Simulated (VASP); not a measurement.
# AlN (Fm-3m) in VASP: notebook

The runs below take AlN through electric field gradients, density of states, with PBE.

Everything below comes from runs of VASP 6.6.1. Logs are shortened: lines on timing, memory, paths and dates and some standing lists are left out, and cuts for length are marked.

### 1 The cell of the first run

Symmetry: Fm-3m, No. 225, cubic system. Conventional cell: a = 4.021 Å, b = 4.021 Å, c = 4.021 Å, α = 90.00°, β = 90.00°, γ = 90.00°. Within 2.7 Å of Al (site symmetry m-3m) lie 6 N at 2.01 Å. Within 2.7 Å of N (site symmetry m-3m) lie 6 Al at 2.01 Å.

### 2 Electric field gradients, PBE (volume scaled by 1.05)

File INCAR:

```
SYSTEM = AlN
ALGO = Normal ; EDIFF = 1E-8
ENCUT = 520 ; GGA = PE
ISIF = 2 ; ISMEAR = -1
LASPH = .TRUE. ; LCHARG = .FALSE.
LEFG = .TRUE. ; LREAL = .FALSE.
LWAVE = .FALSE. ; NBANDS = 11
NELM = 80 ; PREC = Accurate
SIGMA = 0.02
```

File KPOINTS:

```
k-points
0
G
  10 10 10
  0 0 0
```

File POSCAR:

```
AlN
1.0
    0.0000000000      2.0104319938      2.0104319938
    2.0104319938      0.0000000000      2.0104319938
    2.0104319938      2.0104319938      0.0000000000
Al N
1 1
Direct
    0.0000000000      0.0000000000      0.0000000000
    0.5000000000      0.5000000000      0.5000000000
```

Potentials or basis: VASP PAW PBE potentials, release 64 (Al, N).

Launch:

```sh
> cat potpaw_PBE.64/Al/POTCAR potpaw_PBE.64/N/POTCAR > POTCAR
> mpirun -np 1 vasp_std > vasp.out
```

OUTCAR:

```text
SYSTEM = AlN
   EDIFF = 1E-8
   ENCUT = 520
   GGA = PE
   ISIF = 2
   ISMEAR = -1
   LASPH = .TRUE.
   LREAL = .FALSE.
   NELM = 80
   PREC = Accurate

 ion  position               nearest neighbor table
   1  0.000  0.000  0.000-   2 2.01   2 2.01   2 2.01   2 2.01   2 2.01   2 2.01
   2  0.500  0.500  0.500-   1 2.01   1 2.01   1 2.01   1 2.01   1 2.01   1 2.01

  LATTYP: Found a face centered cubic cell.
 ALAT       =     4.0208639876

  Lattice vectors:

 A1 = (   0.0000000000,   2.0104319938,   2.0104319938)
 A2 = (   2.0104319938,   0.0000000000,   2.0104319938)
 A3 = (   2.0104319938,   2.0104319938,   0.0000000000)

Analysis of symmetry for initial positions (statically):
=====================================================================
 Subroutine PRICEL returns:
 Original cell was already a primitive cell.

 Routine SETGRP: Setting up the symmetry group for a
 face centered cubic supercell.

 Subroutine GETGRP returns: Found 48 space group operations
[... 9 lines left out ...]

 Routine SETGRP: Setting up the symmetry group for a
 face centered cubic supercell.

 Subroutine GETGRP returns: Found 48 space group operations
[... 11 lines left out ...]
                                     Primitive cell

  volume of cell :      16.2517

  direct lattice vectors                    reciprocal lattice vectors
     0.000000000  2.010431994  2.010431994    -0.248702767  0.248702767  0.248702767
     2.010431994  0.000000000  2.010431994     0.248702767 -0.248702767  0.248702767
     2.010431994  2.010431994  0.000000000     0.248702767  0.248702767 -0.248702767

  length of vectors
     2.843180192  2.843180192  2.843180192     0.430765829  0.430765829  0.430765829

  position of ions in fractional coordinates (direct lattice)
     0.000000000  0.000000000  0.000000000
     0.500000000  0.500000000  0.500000000

  ion indices of the primitive-cell ions
   primitive index   ion index
                 1           1
                 2           2

----------------------------------------------------------------------------------------

 KPOINTS: k-points

Automatic generation of k-mesh.
 Grid dimensions read from file:
 generate k-points for:   10   10   10

 Generating k-lattice:

  Cartesian coordinates                     Fractional coordinates (reciprocal lattice)
    -0.024870277  0.024870277  0.024870277     0.100000000  0.000000000  0.000000000
     0.024870277 -0.024870277  0.024870277     0.000000000  0.100000000  0.000000000
     0.024870277  0.024870277 -0.024870277     0.000000000  0.000000000  0.100000000

  Length of vectors
     0.043076583  0.043076583  0.043076583

  Shift w.r.t. Gamma in fractional coordinates (k-lattice)
     0.000000000  0.000000000  0.000000000

 Subroutine IBZKPT returns following result:
 ===========================================

 Found     47 irreducible k-points:

 Following reciprocal coordinates:
            Coordinates               Weight
  0.000000  0.000000  0.000000      1.000000
  0.100000  0.000000  0.000000      8.000000
  0.200000  0.000000  0.000000      8.000000
  0.300000  0.000000  0.000000      8.000000
  0.400000  0.000000  0.000000      8.000000
  0.500000  0.000000  0.000000      4.000000
[... 16 lines left out ...]
  0.300000  0.300000  0.000000      6.000000
  0.400000  0.300000  0.000000     24.000000
 [... further k-points ...]
   k-points           NKPTS =     47   k-points in BZ     NKDIM =     47   number of bands    NBANDS=     11
   number of dos      NEDOS =    301   number of ions     NIONS =      2
   total plane-waves  NPLWV =  13824
   dimension x,y,z NGX =    24 NGY =   24 NGZ =   24
   dimension x,y,z NGXF=    48 NGYF=   48 NGZF=   48
   ions per type =               1   1
   NGX,Y,Z   is equivalent  to a cutoff of  14.03, 14.03, 14.03 a.u.
   NGXF,Y,Z  is equivalent  to a cutoff of  28.07, 28.07, 28.07 a.u.
 SYSTEM =  AlN
   PREC   = accura    normal or accurate (medium, high low for compatibility)
   ISTART =      0    job   : 0-new  1-cont  2-samecut
   ICHARG =      2    charge: 1-file 2-atom 10-const
   ISPIN  =      1    spin polarized calculation?
   LNONCOLLINEAR =      F non collinear calculations
   LSORBIT =      F    spin-orbit coupling
   LASPH  =      T    aspherical Exc in radial PAW
   ENCUT  =  520.0 eV  38.22 Ry    6.18 a.u.   5.29  5.29  5.29*2*pi/ulx,y,z
   NELM   =     80;   NELMIN=  2; NELMDL= -5     # of ELM steps
   EDIFF  = 0.1E-07   stopping-criterion for ELM
   LREAL  =      F    real-space projection
   EDIFFG = 0.1E-06   stopping-criterion for IOM
   NSW    =      0    number of steps for IOM
   IBRION =     -1    ionic relax: 0-MD 1-quasi-New 2-CG
   NFREE  =      0    steps in history (QN), initial steepest desc. (CG)
   ISIF   =      2    stress and relaxation
   ISYM   =      2    0-nonsym 1-usesym 2-fastsym
   POTIM  = 0.5000    time-step for ionic-motion
   TEBEG  =    0.0;   TEEND  =   0.0 temperature during run
   PSTRESS=    0.0 pullay stress
   NELECT =       8.0000    total number of electrons
   NUPDOWN=      -1.0000    fix difference up-down
   EMIN   =  10.00;   EMAX   =-10.00  energy-range for DOS
   EFERMI =   0.00;   METHOD = LEGACY
   ISMEAR =    -1;   SIGMA  =   0.02  broadening in eV -4-tet -1-fermi 0-gaus
   EFERMI_NEDOS =   21; number of points for ismear=-14 and -15
   IALGO  =     38    algorithm
   IMIX   =      4    mixing-type and parameters
     AMIX     =   0.40;   BMIX     =  1.00
     AMIX_MAG =   1.60;   BMIX_MAG =  1.00
  volume/ion in A,a.u.               =       8.13        54.84
  Fermi-wavevector in a.u.,A,eV,Ry     =   1.292624  2.442705 22.733648  1.670876
  Thomas-Fermi vector in A             =   2.424320
   LORBIT       =      0    0 simple, 1 ext, 2 COOP (PROOUT), +10 PAW based schemes
   GGA     = PE    functional components
   LHFCALC =     F    Hartree Fock is set to
   AEXX    =    0.0000 exact exchange contribution
   IVDW    =     0    specifies the selected vdW correction
   LEPSILON=     F    determine dielectric tensor
   LRPA    =     F    only Hartree local field effects (RPA)
 non-spin polarized calculation
  energy-cutoff  :      520.00
  volume of cell :       16.25
 maximum number of plane-waves:       448
 NGX is ok and might be reduce to    24
   NGX = 11   NGY = 11   NGZ = 11

 number of electron       7.9999999 magnetization

 Free energy of the ion-electron system (eV)
  ---------------------------------------------------
  ext. energy  EPLUGINS =         0.00000000
  ---------------------------------------------------
  free energy    TOTEN  =       -14.52813284 eV

  energy without entropy =      -14.52813284  energy(sigma->0) =      -14.52813284

 E-fermi :  10.6130     XC(G=0): -12.3636

 val. band max:       10.1807748873   @ k =   0.0000   0.0000   0.0000
 cond. band min:      14.9487216113   @ k =   0.5000   0.5000   0.0000
 fundamental gap:      4.7679467241
 Fermi energy:        10.6129673205

 k-point     1 :       0.0000    0.0000    0.0000
  band No.  band energies     occupation
      1      -7.5239      2.00000
      2      10.1808      2.00000
      3      10.1808      2.00000
      4      10.1808      2.00000
      5      16.1025      0.00000
      6      22.4019      0.00000
      7      22.4019      0.00000
      8      22.4019      0.00000
      9      27.5879      0.00000
     10      28.0939      0.00000
     11      28.0939      0.00000

 k-point     2 :       0.1000    0.0000    0.0000
  band No.  band energies     occupation
      1      -7.3155      2.00000
      2       9.1614      2.00000
      3      10.0548      2.00000
      4      10.0548      2.00000
      5      16.7173      0.00000
      6      21.5018      0.00000
      7      22.7096      0.00000
      8      22.7096      0.00000
      9      26.5637      0.00000
     10      26.5637      0.00000
     11      28.6605      0.00000

 k-point     3 :       0.2000    0.0000    0.0000
  band No.  band energies     occupation
      1      -6.7090      2.00000
      2       6.9984      2.00000
      3       9.7494      2.00000
      4       9.7494      2.00000
      5      17.3114      0.00000
      6      21.0573      0.00000
      7      22.9264      0.00000
      8      22.9264      0.00000
      9      25.9573      0.00000
     10      25.9573      0.00000
     11      28.0250      0.00000
[... 267 lines left out ...]
 k-point    23 :       0.3000    0.3000    0.0000
  band No.  band energies     occupation
      1      -5.2297      2.00000
      2       5.3205      2.00000
      3       8.1251      2.00000
      4       8.1251      2.00000
      5      16.8736      0.00000
      6      17.2386      0.00000
      7      22.1378      0.00000
      8      26.0238      0.00000
      9      26.0238      0.00000
     10      30.8788      0.00000
     11      34.5638      0.00000

 k-point    24 :       0.4000    0.3000    0.0000
  band No.  band energies     occupation
      1      -4.4562      2.00000
      2       4.2650      2.00000
      3       7.3383      2.00000
      4       7.8634      2.00000
      5      16.4353      0.00000
      6      17.1667      0.00000
      7      22.5849      0.00000
      8      25.9976      0.00000
      9      26.7818      0.00000
     10      32.2002      0.00000
     11      35.2330      0.00000

 [... further k-points ...]
[... 5 lines left out ...]
  --------------------------------------------------------------------------------------
  -------------------------------------------------------------------------------------
  Total        0.9820457      0.9820457      0.9820457      0.0000000      0.0000000      0.0000000
  in kB       96.8153247     96.8153247     96.8153247      0.0000000      0.0000000      0.0000000
  external PRESSURE =      96.8153247 kB  Pullay stress =       0.0000000 kB

 VOLUME and BASIS-vectors are now :
 -----------------------------------------------------------------------------
  energy-cutoff  :      520.00
  volume of cell :       16.25
      direct lattice vectors                 reciprocal lattice vectors
     0.000000000  2.010431994  2.010431994    -0.248702767  0.248702767  0.248702767
     2.010431994  0.000000000  2.010431994     0.248702767 -0.248702767  0.248702767
     2.010431994  2.010431994  0.000000000     0.248702767  0.248702767 -0.248702767

 POSITION                                       TOTAL-FORCE (eV/Angst)
 -----------------------------------------------------------------------------------
      0.00000      0.00000      0.00000         0.000000      0.000000     -0.000000
      2.01043      2.01043      2.01043        -0.000000     -0.000000      0.000000
 -----------------------------------------------------------------------------------
    total drift:                               -0.000000     -0.000000      0.000000

  FREE ENERGIE OF THE ION-ELECTRON SYSTEM (eV)
  ---------------------------------------------------
  free  energy   TOTEN  =       -14.5281328392 eV

  energy  without entropy=      -14.5281328392  energy(sigma->0) =      -14.52813284

 Electric field gradients (V/A^2)
---------------------------------------------------------------------
 ion       V_xx      V_yy      V_zz      V_xy      V_xz      V_yz
---------------------------------------------------------------------
   1      -0.000    -0.000    -0.000     0.000     0.000     0.000
   2      -0.000     0.000    -0.000    -0.000    -0.000    -0.000
---------------------------------------------------------------------

 Electric field gradients after diagonalization (V/A^2)
 (convention: |V_zz| > |V_xx| > |V_yy|)
----------------------------------------------------------------------
 ion       V_xx      V_yy      V_zz     asymmetry (V_yy - V_xx)/ V_zz
----------------------------------------------------------------------
   1      -0.000    -0.000     0.000       0.000
   2       0.000     0.000    -0.000       0.000
----------------------------------------------------------------------

           NMR quadrupolar parameters

 Cq : quadrupolar parameter    Cq=e*Q*V_zz/h
 eta: asymmetry parameters     (V_yy - V_xx)/ V_zz
 Q  : nuclear electric quadrupole moment in mb (millibarn)
----------------------------------------------------------------------
 ion       Cq(MHz)       eta       Q (mb)
----------------------------------------------------------------------
   1       0.000       0.000       1.000
   2      -0.000       0.000       1.000
----------------------------------------------------------------------
```

Run time: 11 s. Hardware: 1 thread of Intel Xeon 8259CL, shared host; peak memory 0.14 GiB.

What came out:

```
Free energy            : -14.5281 eV
Pressure               : 9.7 GPa
Band gap on the k mesh : 4.77 eV, indirect (least direct gap 5.92 eV)
```

Levels at points of the mesh, in eV from the valence-band top:
```csv
k point,band 1,band 2,band 3,band 4,band 5,band 6,band 7,band 8
"(0.00, 0.00, 0.00)",-17.70,0.00,0.00,0.00,5.92,12.22,12.22,12.22
"(0.50, 0.00, 0.00)",-14.38,-8.41,-1.11,-1.11,6.24,11.14,11.14,13.55
"(0.50, 0.50, 0.00)",-13.37,-7.49,-2.84,-2.84,4.77,5.28,14.26,17.51
```

Caveat: the cell differs from its parent crystal (volume scaled by 1.05); without QUAD_EFG the Cq values of the log hold for a quadrupole moment of 1 mb, not for the nuclei.

### 3 Density of states, PBE

This run uses another cell than the first one, of 7.74 Å³/atom, 0.952 times its volume.

File POSCAR:

```
AlN
1.0
    0.0000000000      1.9780000000      1.9780000000
    1.9780000000      0.0000000000      1.9780000000
    1.9780000000      1.9780000000      0.0000000000
Al N
1 1
Direct
    0.0000000000      0.0000000000      0.0000000000
    0.5000000000      0.5000000000      0.5000000000
```

File INCAR.step1:

```
SYSTEM = AlN
PREC = Accurate ; ENCUT = 520
EDIFF = 1E-6 ; ISMEAR = -1
SIGMA = 0.02 ; LREAL = .FALSE.
LASPH = .TRUE. ; NELM = 60
ALGO = Normal ; ISIF = 2
LWAVE = .FALSE. ; LCHARG = .TRUE.
GGA = PE ; NBANDS = 11
```

File KPOINTS.step1:

```
regular mesh
0
G
  10 10 10
  0 0 0
```

File INCAR.step2:

```
SYSTEM = AlN
PREC = Accurate ; ENCUT = 520
EDIFF = 1E-6 ; ISMEAR = -5
SIGMA = 0.02 ; LREAL = .FALSE.
LASPH = .TRUE. ; NELM = 60
ALGO = Normal ; ISIF = 2
LWAVE = .FALSE. ; LCHARG = .FALSE.
GGA = PE ; LORBIT = 10
NEDOS = 1001 ; ICHARG = 11
```

File KPOINTS.step2:

```
regular mesh
0
G
  15 15 15
  0 0 0
```

Potentials or basis: VASP PAW PBE potentials, release 64 (Al, N).

Launch:

```sh
> cat potpaw_PBE.64/Al/POTCAR potpaw_PBE.64/N/POTCAR > POTCAR
> cp INCAR.step1 INCAR
> cp KPOINTS.step1 KPOINTS
> mpirun -np 1 vasp_std > vasp.out
> cp INCAR.step2 INCAR
> cp KPOINTS.step2 KPOINTS
> mpirun -np 1 vasp_std > vasp.out
```

It took 21 s on 1 thread of Intel Xeon 8259CL, shared host; peak memory 0.14 GiB.

It converged, with:

```yaml
Valence_electrons_inside_the_program's_atomic_spheres: Al 0.77; N 3.94
```

Levels at points of the mesh, in eV from the valence-band top:
```
           k point  band 1  band 2  band 3  band 4  band 5  band 6  band 7  band 8
(0.00, 0.00, 0.00)  -18.16    0.00    0.00    0.00    6.66   12.38   12.38   12.38
```
